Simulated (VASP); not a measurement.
# Al (Im-3m) in VASP: further runs

Runs on Al. Level: PBEsol. Tasks: single point.

All numbers are computed with VASP 6.6.1; they aren't measurements. Logs are shortened: lines on timing, memory, paths and dates and some standing lists are left out, and cuts for length are marked.

## (1) The cell of the first run

It takes space group Im-3m (No. 229, cubic). The conventional cell has a = 2.677 Å, b = 2.677 Å, c = 2.677 Å, α = 90.00°, β = 90.00°, γ = 90.00°. Al (site symmetry m-3m) has 14 Al at 2.32 to 2.68 Å within 3.1 Å.

## (2) Single point, PBEsol (volume scaled by 0.58)

INCAR reads:

```
SYSTEM = Al
PREC = Accurate
ENCUT = 520
EDIFF = 1E-6
ISMEAR = -1
SIGMA = 0.05
LREAL = .False.
LASPH = .True.
NELM = 100
ALGO = Normal
ISIF = 2
LWAVE = .False.
LCHARG = .False.
GGA = PS
NBANDS = 8
```

KPOINTS reads:

```
Automatic mesh
0
Gamma
  17 17 17
  0 0 0
```

POSCAR reads:

```
Al
1.0
   -1.3386274944      1.3386274944      1.3386274944
    1.3386274944     -1.3386274944      1.3386274944
    1.3386274944      1.3386274944     -1.3386274944
Al
1
Direct
    0.0000000000      0.0000000000      0.0000000000
```

Potentials or basis: VASP PAW PBE potentials, release 64 (Al).

Run with:

```sh
> cat potpaw_PBE.64/Al/POTCAR > POTCAR
> mpirun -np 1 vasp_std > vasp.out
```

OUTCAR:

```text
SYSTEM = Al
   PREC = Accurate
   ENCUT = 520
   EDIFF = 1E-6
   ISMEAR = -1
   LREAL = .False.
   LASPH = .True.
   NELM = 100
   ISIF = 2
   GGA = PS

 ion  position               nearest neighbor table
   1  0.000  0.000  0.000-

  LATTYP: Found a body centered cubic cell.
 ALAT       =     2.6772549888

  Lattice vectors:

 A1 = (  -1.3386274944,   1.3386274944,   1.3386274944)
 A2 = (   1.3386274944,  -1.3386274944,   1.3386274944)
 A3 = (   1.3386274944,   1.3386274944,  -1.3386274944)

Analysis of symmetry for initial positions (statically):
=====================================================================
 Subroutine PRICEL returns:
 Original cell was already a primitive cell.

 Routine SETGRP: Setting up the symmetry group for a
 body centered cubic supercell.

 Subroutine GETGRP returns: Found 48 space group operations
 (whereof 48 operations were pure point group operations)
 out of a pool of 48 trial point group operations.

The static configuration has the point symmetry O_h .

Analysis of symmetry for dynamics (positions and initial velocities):
=====================================================================
 Subroutine PRICEL returns:
 Original cell was already a primitive cell.

 Routine SETGRP: Setting up the symmetry group for a
 body centered cubic supercell.

 Subroutine GETGRP returns: Found 48 space group operations
 (whereof 48 operations were pure point group operations)
 out of a pool of 48 trial point group operations.

The dynamic configuration has the point symmetry O_h .

 Subroutine INISYM returns: Found 48 space group operations
 (whereof 48 operations are pure point group operations),
 and found     1 'primitive' translations

----------------------------------------------------------------------------------------

                                     Primitive cell

  volume of cell :       9.5949

  direct lattice vectors                    reciprocal lattice vectors
    -1.338627494  1.338627494  1.338627494     0.000000000  0.373516906  0.373516906
     1.338627494 -1.338627494  1.338627494     0.373516906  0.000000000  0.373516906
     1.338627494  1.338627494 -1.338627494     0.373516906  0.373516906  0.000000000

  length of vectors
     2.318570833  2.318570833  2.318570833     0.528232674  0.528232674  0.528232674

  position of ions in fractional coordinates (direct lattice)
     0.000000000  0.000000000  0.000000000

  ion indices of the primitive-cell ions
   primitive index   ion index
                 1           1

----------------------------------------------------------------------------------------

 KPOINTS: Automatic mesh

Automatic generation of k-mesh.
 Grid dimensions read from file:
 generate k-points for:   17   17   17

 Generating k-lattice:

  Cartesian coordinates                     Fractional coordinates (reciprocal lattice)
     0.000000000  0.021971583  0.021971583     0.058823529  0.000000000  0.000000000
     0.021971583  0.000000000  0.021971583     0.000000000  0.058823529  0.000000000
     0.021971583  0.021971583  0.000000000     0.000000000  0.000000000  0.058823529

  Length of vectors
     0.031072510  0.031072510  0.031072510

  Shift w.r.t. Gamma in fractional coordinates (k-lattice)
     0.000000000  0.000000000  0.000000000

 Subroutine IBZKPT returns following result:
 ===========================================

 Found    165 irreducible k-points:

 Following reciprocal coordinates:
            Coordinates               Weight
  0.000000  0.000000  0.000000      1.000000
  0.058824  0.000000  0.000000     12.000000
  0.117647  0.000000  0.000000     12.000000
  0.176471  0.000000  0.000000     12.000000
  0.235294  0.000000  0.000000     12.000000
  0.294118  0.000000  0.000000     12.000000
[... 16 lines left out ...]
  0.411765  0.117647 -0.000000     48.000000
  0.176471  0.176471  0.000000     24.000000
 [... further k-points ...]
   k-points           NKPTS =    165   k-points in BZ     NKDIM =    165   number of bands    NBANDS=      8
   number of dos      NEDOS =    301   number of ions     NIONS =      1
   total plane-waves  NPLWV =   5832
   dimension x,y,z NGX =    18 NGY =   18 NGZ =   18
   dimension x,y,z NGXF=    36 NGYF=   36 NGZF=   36
   ions per type =               1
   NGX,Y,Z   is equivalent  to a cutoff of  12.91, 12.91, 12.91 a.u.
   NGXF,Y,Z  is equivalent  to a cutoff of  25.81, 25.81, 25.81 a.u.
 SYSTEM =  Al
   PREC   = accura    normal or accurate (medium, high low for compatibility)
   ISTART =      0    job   : 0-new  1-cont  2-samecut
   ICHARG =      2    charge: 1-file 2-atom 10-const
   ISPIN  =      1    spin polarized calculation?
   LNONCOLLINEAR =      F non collinear calculations
   LSORBIT =      F    spin-orbit coupling
   LASPH  =      T    aspherical Exc in radial PAW
   ENCUT  =  520.0 eV  38.22 Ry    6.18 a.u.   4.31  4.31  4.31*2*pi/ulx,y,z
   NELM   =    100;   NELMIN=  2; NELMDL= -5     # of ELM steps
   EDIFF  = 0.1E-05   stopping-criterion for ELM
   LREAL  =      F    real-space projection
   EDIFFG = 0.1E-04   stopping-criterion for IOM
   NSW    =      0    number of steps for IOM
   IBRION =     -1    ionic relax: 0-MD 1-quasi-New 2-CG
   NFREE  =      0    steps in history (QN), initial steepest desc. (CG)
   ISIF   =      2    stress and relaxation
   ISYM   =      2    0-nonsym 1-usesym 2-fastsym
   POTIM  = 0.5000    time-step for ionic-motion
   TEBEG  =    0.0;   TEEND  =   0.0 temperature during run
   PSTRESS=    0.0 pullay stress
   NELECT =       3.0000    total number of electrons
   NUPDOWN=      -1.0000    fix difference up-down
   EMIN   =  10.00;   EMAX   =-10.00  energy-range for DOS
   EFERMI =   0.00;   METHOD = LEGACY
   ISMEAR =    -1;   SIGMA  =   0.05  broadening in eV -4-tet -1-fermi 0-gaus
   EFERMI_NEDOS =   21; number of points for ismear=-14 and -15
   IALGO  =     38    algorithm
   IMIX   =      4    mixing-type and parameters
     AMIX     =   0.40;   BMIX     =  1.00
     AMIX_MAG =   1.60;   BMIX_MAG =  1.00
  volume/ion in A,a.u.               =       9.59        64.75
  Fermi-wavevector in a.u.,A,eV,Ry     =   1.111140  2.099750 16.798194  1.234632
  Thomas-Fermi vector in A             =   2.247700
   LORBIT       =      0    0 simple, 1 ext, 2 COOP (PROOUT), +10 PAW based schemes
   GGA     = PS    functional components
   LHFCALC =     F    Hartree Fock is set to
   AEXX    =    0.0000 exact exchange contribution
   IVDW    =     0    specifies the selected vdW correction
   LEPSILON=     F    determine dielectric tensor
   LRPA    =     F    only Hartree local field effects (RPA)
 non-spin polarized calculation
  energy-cutoff  :      520.00
  volume of cell :        9.59
 maximum number of plane-waves:       265
 NGX is ok and might be reduce to    18
   NGX =  9   NGY =  9   NGZ =  9

 number of electron       3.0000000 magnetization

 Free energy of the ion-electron system (eV)
  ---------------------------------------------------
  ext. energy  EPLUGINS =         0.00000000
  ---------------------------------------------------
  free energy    TOTEN  =        -2.27712556 eV

  energy without entropy =       -2.27415166  energy(sigma->0) =       -2.27563861

 E-fermi :  14.9145     XC(G=0): -12.4302

 val. band max:       14.9012948937   @ k =   0.2353   0.2353   0.1765
 cond. band min:      14.9147169351   @ k =  -0.4706   0.4706   0.3529
 fundamental gap:      0.0134220414
 Fermi energy:        14.9144917839

 k-point     1 :       0.0000    0.0000    0.0000
  band No.  band energies     occupation
      1      -0.4453      2.00000
      2      31.9779      0.00000
      3      31.9779      0.00000
      4      31.9779      0.00000
      5      36.1031      0.00000
      6      36.1031      0.00000
      7      38.8627      0.00000
      8      38.8627      0.00000

 k-point     2 :       0.0588    0.0000    0.0000
  band No.  band energies     occupation
      1      -0.3032      2.00000
      2      30.8107      0.00000
      3      31.3302      0.00000
      4      31.7558      0.00000
      5      34.8527      0.00000
      6      35.2209      0.00000
      7      39.5141      0.00000
      8      39.7519      0.00000

 k-point     3 :       0.1176    0.0000    0.0000
  band No.  band energies     occupation
      1       0.1216      2.00000
      2      27.9018      0.00000
      3      29.9827      0.00000
      4      31.2134      0.00000
      5      33.8243      0.00000
      6      34.2866      0.00000
      7      39.6896      0.00000
      8      39.8837      0.00000

 k-point     4 :       0.1765    0.0000    0.0000
  band No.  band energies     occupation
      1       0.8244      2.00000
      2      24.6298      0.00000
      3      28.5572      0.00000
      4      30.5604      0.00000
      5      32.5385      0.00000
      6      34.0309      0.00000
      7      39.7981      0.00000
      8      40.2301      0.00000

 k-point     5 :       0.2353    0.0000    0.0000
  band No.  band energies     occupation
      1       1.7976      2.00000
      2      21.4375      0.00000
      3      27.2764      0.00000
      4      29.9343      0.00000
      5      31.4553      0.00000
      6      33.6786      0.00000
      7      40.3079      0.00000
      8      40.6766      0.00000
[... 177 lines left out ...]
 k-point    22 :       0.3529    0.1176    0.0000
  band No.  band energies     occupation
      1       6.5905      2.00000
      2      13.3564      2.00000
      3      21.7396      0.00000
      4      27.5669      0.00000
      5      31.2369      0.00000
      6      35.8517      0.00000
      7      40.1271      0.00000
      8      45.3876      0.00000

 k-point    23 :       0.4118    0.1176   -0.0000
  band No.  band energies     occupation
      1       8.3534      2.00000
      2      11.1662      2.00000
      3      21.4808      0.00000
      4      27.3685      0.00000
      5      31.0450      0.00000
      6      35.7597      0.00000
      7      40.7525      0.00000
      8      45.3593      0.00000

 k-point    24 :       0.1765    0.1765    0.0000
  band No.  band energies     occupation
      1       3.3018      2.00000
      2      19.7164      0.00000
      3      21.8686      0.00000
      4      28.4033      0.00000
      5      32.8180      0.00000
      6      36.0547      0.00000
      7      40.3740      0.00000
      8      41.9319      0.00000

 [... further k-points ...]

------------------------ aborting loop because EDIFF is reached ----------------------------------------

  FORCE on cell =-STRESS in cart. coord.  units (eV):
  Direction    XX          YY          ZZ          XY          YZ          ZX
  --------------------------------------------------------------------------------------
  -------------------------------------------------------------------------------------
  Total        7.5331432      7.5331432      7.5331432      0.0000000     -0.0000000      0.0000000
  in kB     1257.9042743   1257.9042743   1257.9042743      0.0000000     -0.0000000      0.0000000
  external PRESSURE =    1257.9042743 kB  Pullay stress =       0.0000000 kB

 VOLUME and BASIS-vectors are now :
 -----------------------------------------------------------------------------
  energy-cutoff  :      520.00
  volume of cell :        9.59
      direct lattice vectors                 reciprocal lattice vectors
    -1.338627494  1.338627494  1.338627494     0.000000000  0.373516906  0.373516906
     1.338627494 -1.338627494  1.338627494     0.373516906  0.000000000  0.373516906
     1.338627494  1.338627494 -1.338627494     0.373516906  0.373516906  0.000000000

 POSITION                                       TOTAL-FORCE (eV/Angst)
 -----------------------------------------------------------------------------------
      0.00000      0.00000      0.00000         0.000000     -0.000000     -0.000000
 -----------------------------------------------------------------------------------
    total drift:                                0.000000     -0.000000      0.000000

  FREE ENERGIE OF THE ION-ELECTRON SYSTEM (eV)
  ---------------------------------------------------
  free  energy   TOTEN  =        -2.2771255557 eV

  energy  without entropy=       -2.2741516550  energy(sigma->0) =       -2.27563861
```

It took 6.6 s on 1 thread of Intel Xeon Platinum 8488C (Sapphire Rapids), shared host; peak memory 0.11 GiB.

Results:

| Item | Value |
| --- | --- |
| Free energy | -2.2771 eV |
| Pressure | 125.8 GPa |

Caveat: the PAW data sets were made with another functional, which shifts forces and pressure a little.

## (3) Single point, PBEsol (volume scaled by 0.68)

INCAR reads:

```
SYSTEM = Al
PREC     = Accurate       ! precision mode
ENCUT    = 520            ! plane-wave cutoff, eV
EDIFF    = 1E-6           ! SCF threshold, eV
ISMEAR   = -1             ! smearing method
SIGMA    = 0.05           ! smearing width, eV
LREAL    = .False.        ! projectors in reciprocal space
LASPH    = .True.         ! aspherical terms in the spheres
NELM     = 60             ! most SCF steps
ALGO     = Normal         ! electronic algorithm
ISIF     = 2              ! what is computed and relaxed
LWAVE    = .False.        ! write WAVECAR
LCHARG   = .False.        ! write CHGCAR
GGA      = PS             ! functional
NBANDS   = 8              ! bands
```

KPOINTS is that of step 2.

POSCAR reads:

```
Al
1.0
   -1.4115189527      1.4115189527      1.4115189527
    1.4115189527     -1.4115189527      1.4115189527
    1.4115189527      1.4115189527     -1.4115189527
Al
1
Direct
    0.0000000000      0.0000000000      0.0000000000
```

Potentials or basis: VASP PAW PBE potentials, release 64 (Al).

Run with:

```sh
> cat potpaw_PBE.64/Al/POTCAR > POTCAR
> mpirun -np 1 vasp_std > vasp.out
```

It took 6.8 s on 1 thread of Intel Xeon Platinum 8488C (Sapphire Rapids), shared host; peak memory 0.12 GiB.

It converged, with:

```
Free energy : -3.2263 eV
Pressure    : 64.6 GPa
```

Levels at points of the mesh, in eV from the Fermi level:
```tsv
k point	band 1	band 2	band 3	band 4	band 5
(0.00, 0.00, 0.00)	-14.07	15.78	15.78	15.78	19.56
```

Caveat: the PAW data sets were made with another functional, which shifts forces and pressure a little.
